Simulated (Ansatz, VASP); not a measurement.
AlH5: VASP beside Ansatz

```
Al H
1.0
     3.52224   -0.00529   -0.00312
    -0.00535    3.51190    0.00012
    -0.00697    0.00056    7.00951
Al H
2 10
Cartesian
  1.1510 2.3713 1.1668
  1.1842 2.3082 4.6732
  1.1751 0.6021 1.1664
  1.1654 0.5654 4.6728
  2.9196 2.3274 1.1684
  2.9380 2.3466 4.6680
  2.8360 0.8433 2.6704
  2.7761 0.7868 6.6965
  1.1678 2.3396 2.9200
  1.1641 2.3402 6.4246
  -0.4938 0.3225 3.1704
  -0.4374 0.3827 -0.8602
```

Change from the starting cell: cell x2, atoms moved at random (sigma 0.05 Å) and cell strained at random (1.5 %), then relaxed without symmetry.

Alike in both runs: functional PBE; k mesh 6 × 6 × 4; occupations gaussian, width 0.2 eV; no spin polarisation.

Ansatz relaxed the structure, and its values are those at the end. VASP's run is a single point on that final structure, the one shown.

|  | VASP | Ansatz |
| --- | --- | --- |
| version | VASP 6.6.1 | Ansatz 0.2.0 |
| potentials or method | VASP PAW PBE potentials, release 64 (Al, H), cutoff 520 eV | scalar-relativistic, plane waves, PAW |
| valence electrons in the cell | 16 | 16 |

Ansatz gave:

```
gap on the k mesh at the Fermi level (eV) : 0.26
least direct gap on the mesh (eV)         : 3.21
pressure (GPa)                            : 0.1
rms of the force components (eV/Å)        : 0.003
```

Q: What did VASP give for the same quantities?

A: gap on the k mesh at the Fermi level (eV): 0.25; least direct gap on the mesh (eV): 3.20; pressure (GPa): -0.1; rms of the force components (eV/Å): 0.006.

The functional is the same, so the differences come from potentials, cutoffs and numerics.
